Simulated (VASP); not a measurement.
Crystal: Li3FeSb.

```
Li Fe Sb
1.0
     4.14460    0.00000    0.00000
     0.00000    4.14460    0.00000
     0.00000    0.00000    4.14460
Li Fe Sb
3 1 1
Direct
  0.00000 0.50000 0.50000
  0.50000 0.00000 0.50000
  0.50000 0.50000 0.00000
  0.00000 0.00000 0.00000
  0.50000 0.50000 0.50000
```

| Property | Result |
| --- | --- |
| Program | VASP 6.6.1 |
| Task | relaxation of cell and atoms |
| Functional | PBE |
| Potentials or basis | VASP PAW PBE potentials, release 64 (Li_sv, Fe, Sb) |
| Cutoff | 600 eV |
| k mesh | 4 × 4 × 4 |
| Occupations | gaussian, width 0.1 eV |
| Spin | collinear spin, ferromagnetic start |
| Starting moments | [0.0, 0.0, 0.0, 3.35, 0.0] μB |

At the start: pressure 29.6 GPa; volume 14.24 Å³/atom.

Q: How do energy, volume and symmetry change on relaxing?

A: Over 6 steps the energy falls by 731.1 meV/atom and the volume is 25.32 Å³/atom (+77.8 %); space group Pm-3m (No. 221, to 0.1 Å) before and after; moment 3.90 μB per cell.

Step by step:
```csv
step,energy change (eV),largest force (eV/Å),pressure (GPa),volume (Å³)
1,0.0000,0.0000,29.59,71.19
2,-2.9760,0.0000,6.30,101.88
3,-3.4073,0.0000,2.03,117.71
4,-3.2983,0.0000,-3.61,154.13
5,-3.6546,0.0000,-0.26,127.97
6,-3.6557,0.0000,0.05,126.61
```

Final structure:
```
Li Fe Sb
1.0
     5.02139    0.00000    0.00000
     0.00000    5.02139    0.00000
     0.00000    0.00000    5.02139
Li Fe Sb
3 1 1
Direct
  0.00000 0.50000 0.50000
  0.50000 0.00000 0.50000
  0.50000 0.50000 0.00000
  0.00000 0.00000 0.00000
  0.50000 0.50000 0.50000
```

Caveat: the k points lie up to 0.31 Å⁻¹ apart in the final cell; the cutoff is under 1.25 times the usual one of these potentials, so pressure, stress and relaxed cells hold a basis-set (Pulay) error; the volume moved by over 15 % at a fixed basis, so the end points are rough; a cell with one magnetic atom can't hold antiferromagnetic order, which such compounds often take.
